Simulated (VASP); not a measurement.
# Si (P6_3/mmc) in VASP: further runs, part 2 of 2

VASP 6.6.1. Earlier steps stand in the parts before.

## Step 3: G0W0 quasiparticle levels, r2SCAN

POSCAR

```
Si
1.0
    3.8321295590      0.0000000000      0.0000000000
   -1.9160647795      3.3187215487      0.0000000000
    0.0000000000      0.0000000000      6.3412168605
Si
4
Direct
    0.3333333333      0.6666666667      0.0005609409
    0.6666666667      0.3333333333      0.5005609409
    0.3333333333      0.6666666667      0.3744390591
    0.6666666667      0.3333333333      0.8744390591
```

INCAR.step1

```
SYSTEM = Si
PREC = Accurate ; ENCUT = 500
EDIFF = 1E-8 ; ISMEAR = 0
SIGMA = 0.01 ; LREAL = .False.
LASPH = .True. ; NELM = 100
ALGO = Normal ; LWAVE = .True.
LCHARG = .False. ; METAGGA = R2SCAN
LMIXTAU = .True.
```

INCAR.step2

```
SYSTEM = Si
PREC = Accurate ; ENCUT = 500
EDIFF = 1E-8 ; ISMEAR = 0
SIGMA = 0.01 ; LREAL = .False.
LASPH = .True. ; NELM = 1
ALGO = Exact ; LWAVE = .True.
LCHARG = .False. ; METAGGA = R2SCAN
LMIXTAU = .True. ; NBANDS = 865
LOPTICS = .True. ; ISTART = 1
```

INCAR.step3

```
SYSTEM = Si
PREC = Accurate ; ENCUT = 500
EDIFF = 1E-8 ; ISMEAR = 0
SIGMA = 0.01 ; LREAL = .False.
LASPH = .True. ; ALGO = EVGW0
LWAVE = .False. ; LCHARG = .False.
METAGGA = R2SCAN ; LMIXTAU = .True.
NELMGW = 1 ; NBANDS = 865
ENCUTGW = 200 ; NOMEGA = 48
PRECFOCK = Fast ; ISTART = 1
NBANDSGW = 16
```

KPOINTS

```
regular mesh
0
Gamma
  6 6 2
  0 0 0
```

Potentials or basis: VASP PAW PBE potentials, release 64 (Si_GW).

Launch:

```console
> cat potpaw_PBE.64/Si_GW/POTCAR > POTCAR
> cp INCAR.step1 INCAR
> mpirun -np 1 vasp_std > vasp.out
> cp INCAR.step2 INCAR
> mpirun -np 1 vasp_std > vasp.out
> cp INCAR.step3 INCAR
> mpirun -np 1 vasp_std > vasp.out
```

OUTCAR:

```text
SYSTEM = Si
   PREC = Accurate
   ENCUT = 500
   EDIFF = 1E-8
   ISMEAR = 0
   LREAL = .False.
   LASPH = .True.
   METAGGA = R2SCAN
   NELMGW = 1
   ENCUTGW = 200
   PRECFOCK = Fast
   ISTART = 1

 ion  position               nearest neighbor table
   1  0.333  0.667  0.001-   4 2.35   4 2.35   4 2.35   3 2.37
   2  0.667  0.333  0.501-   3 2.35   3 2.35   3 2.35   4 2.37
   3  0.333  0.667  0.374-   2 2.35   2 2.35   2 2.35   1 2.37
   4  0.667  0.333  0.874-   1 2.35   1 2.35   1 2.35   2 2.37

  LATTYP: Found a hexagonal cell.
 ALAT       =     3.8321295590
 C/A-ratio  =     1.6547501234

  Lattice vectors:

 A1 = (   3.8321295590,   0.0000000000,   0.0000000000)
 A2 = (  -1.9160647795,   3.3187215487,   0.0000000000)
 A3 = (   0.0000000000,   0.0000000000,   6.3412168605)

Analysis of symmetry for initial positions (statically):
=====================================================================
 Subroutine PRICEL returns:
 Original cell was already a primitive cell.

 Routine SETGRP: Setting up the symmetry group for a
 hexagonal supercell.

 Subroutine GETGRP returns: Found 24 space group operations
 (whereof  6 operations were pure point group operations)
 out of a pool of 24 trial point group operations.

The static configuration has the point symmetry C_3v.
 The point group associated with its full space group is D_6h.

Analysis of symmetry for dynamics (positions and initial velocities):
=====================================================================
 Subroutine PRICEL returns:
 Original cell was already a primitive cell.
[... 96 lines left out ...]
   ISPIN  =      1    spin polarized calculation?
   LNONCOLLINEAR =      F non collinear calculations
   LSORBIT =      F    spin-orbit coupling
   LASPH  =      T    aspherical Exc in radial PAW
   ENCUT  =  500.0 eV  36.75 Ry    6.06 a.u.   6.99  6.99 11.56*2*pi/ulx,y,z
   NELM   =     60;   NELMIN=  2; NELMDL=  0     # of ELM steps
   EDIFF  = 0.1E-07   stopping-criterion for ELM
   LREAL  =      F    real-space projection
   EDIFFG = 0.1E-06   stopping-criterion for IOM
   NSW    =      0    number of steps for IOM
   IBRION =     -1    ionic relax: 0-MD 1-quasi-New 2-CG
   NFREE  =      0    steps in history (QN), initial steepest desc. (CG)
   ISIF   =      0    stress and relaxation
   ISYM   =      3    0-nonsym 1-usesym 2-fastsym
   POTIM  = 0.5000    time-step for ionic-motion
   TEBEG  =    0.0;   TEEND  =   0.0 temperature during run
   PSTRESS=    0.0 pullay stress
   NELECT =      16.0000    total number of electrons
   NUPDOWN=      -1.0000    fix difference up-down
   EMIN   =  10.00;   EMAX   =-10.00  energy-range for DOS
   EFERMI =   0.00;   METHOD = LEGACY
   ISMEAR =     0;   SIGMA  =   0.01  broadening in eV -4-tet -1-fermi 0-gaus
   EFERMI_NEDOS =   21; number of points for ismear=-14 and -15
   IALGO  =     38    algorithm
   IMIX   =      4    mixing-type and parameters
     AMIX     =   0.40;   BMIX     =  1.00
     AMIX_MAG =   1.60;   BMIX_MAG =  1.00
  volume/ion in A,a.u.               =      20.16       136.06
  Fermi-wavevector in a.u.,A,eV,Ry     =   0.954817  1.804343 12.404107  0.911676
  Thomas-Fermi vector in A             =   2.083599
   LORBIT       =      0    0 simple, 1 ext, 2 COOP (PROOUT), +10 PAW based schemes
   METAGGA = R2SCAN    functional components
   LHFCALC =     T    Hartree Fock is set to
   PRECFOCK=fast      Normal, Fast or Accurate (Low or Medium for compatibility)
   ENCUT4O =  -1.0   cutoff for four orbital integrals eV
   NKREDX  =     1    reduce k-point grid by
   NKREDY  =     1    reduce k-point grid by
   NKREDZ  =     1    reduce k-point grid by
   AEXX    =    1.0000 exact exchange contribution
   HFSCREEN=    0.0000 screening length (either q_TF or 0.3 A-1)
   HFSCREENC=   0.0000 screening length for correlation (either q_TF or 0.3 A-1)
   ENCUTFOCK=  -1.0 apply spherical cutoff to Coloumb kernel
   IVDW    =     0    specifies the selected vdW correction
   LEPSILON=     F    determine dielectric tensor
   LRPA    =     F    only Hartree local field effects (RPA)
   LRPAFORCE           =     F    calculate RPA forces
   ENCUTGW             = 200.0    cutoff for response function in eV
   ENCUTGWSOFT         = 160.0    soft cutoff for Coulomb kernel in GW response function in eV
   ENCUTLF             =  -1.0    cutoff for local field effects
   NELMGW              =     1    number of iterations in solving QP/BSE equation
   NELMHF              =     1    number of iterations in the inner HF iteration
   NKREDLFX            =     1    NKREDLFY  =   1   NKREDLFZ  =   1
 non-spin polarized calculation
 Gauss-broadening in eV      SIGMA  =   0.01
  energy-cutoff  :      500.00
  volume of cell :       80.65
 maximum number of plane-waves:      2060
 NGX is ok and might be reduce to    28
  NGX = 16; NGY = 16; NGZ = 28
   NGX = 13   NGY = 13   NGZ = 23
 maximum number of plane-waves:       549

 QP shifts <psi_nk| G(iteration)W_0 |psi_nk>: iteration 1
 for sc-GW calculations column KS-energies equals QP-energies in previous step
 and V_xc(KS)=  KS-energies - (<T + V_ion + V_H > + <T+V_H+V_ion>^1  + <V_x>^1)

 k-point   1 :       0.0000    0.0000    0.0000
  band No.  KS-energies  QP-energies   sigma(KS)   V_xc(KS)     V^pw_x(r,r')   Z            occupation Imag(sigma)

      1      -7.1902      -7.3482     -11.3441     -11.1077     -17.4973       0.6686       2.0000       1.1225
      2      -4.7986      -5.0635     -11.7543     -11.3706     -16.8927       0.6903       2.0000       0.7598
      3      -1.9500      -2.3093     -11.0905     -10.5746     -14.8808       0.6964       2.0000       0.3379
      4       3.9747       3.4154     -12.0214     -11.2771     -13.0207       0.7514       2.0000      -0.0172
      5       3.9747       3.4154     -12.0214     -11.2771     -13.0207       0.7514       2.0000      -0.0172
      6       5.2015       4.6388     -12.1702     -11.4272     -12.7076       0.7573       2.0000      -0.0286
[... 255 lines left out ...]
      2      -3.5729      -3.8671     -11.8417     -11.4207     -16.4546       0.6987       2.0000       0.5845
      3      -2.1563      -2.5217     -11.6483     -11.1289     -15.5621       0.7035       2.0000       0.3832
      4      -2.1563      -2.5217     -11.6483     -11.1289     -15.5621       0.7035       2.0000       0.3832
      5       0.9038       0.4098     -10.8516     -10.1697     -13.0634       0.7244       2.0000       0.0634
      6       0.9038       0.4098     -10.8516     -10.1697     -13.0634       0.7244       2.0000       0.0634
[... 8 lines left out ...]
     15      12.2785      12.0629      -9.7157      -9.4287      -4.4812       0.7515       0.0000      -0.2690
     16      12.2785      12.0629      -9.7157      -9.4287      -4.4812       0.7515       0.0000      -0.2690
```

It took 44 min on 1 thread of Intel Xeon 6975P-C (Granite Rapids), shared host; peak memory 2.8 GiB.

Results:

* Quasiparticle gap: 1.09 eV
* Least direct quasiparticle gap: 1.82 eV
* Band gap of the starting levels on the mesh: 0.62 eV
* Least direct gap of the starting levels on the mesh: 1.36 eV

Caveat: the k points lie up to 0.50 Å⁻¹ apart; bands, screening cutoff and mesh are small and nothing is extrapolated, so the quasiparticle values aren't converged.
